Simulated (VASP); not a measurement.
YbSe2, 3 atoms in the cell. The typed cell holds 3 atoms: a = 4.726 Å, b = 4.726 Å, c = 4.726 Å, α = 60.00°, β = 60.00°, γ = 60.00°. 

- Program: VASP 6.6.1
- Task: single point
- Functional: PBE
- Potentials or basis: VASP PAW PBE potentials, release 64 (Yb, Se)
- Cutoff: 520 eV
- k mesh: 8 × 8 × 8
- Occupations: gaussian, width 0.05 eV
- Spin: collinear spin
- Starting moments: [0.05, 0.0, 0.0] μB
- Dipole correction: no
- Further INCAR settings: ALGO = Normal; EDIFF = 1e-06; NBANDS = 29

Potentials or basis: VASP PAW PBE potentials, release 64 (Yb, Se).

The run is started by

```bash
$ cat potpaw_PBE.64/Yb/POTCAR potpaw_PBE.64/Se/POTCAR > POTCAR
$ mpirun -np 1 vasp_std > vasp.out
```

Hardware: 1 thread of Intel(R) Xeon(R) 6975P-C (Granite Rapids), on a shared host.

**Question.** How long does it take, and how much memory?

**Answer.** Wall time 6.9 min on 1 thread of Intel(R) Xeon(R) 6975P-C (Granite Rapids), on a shared host, peak memory 0.42 GiB. Counts: scf iterations 35, k points 65.
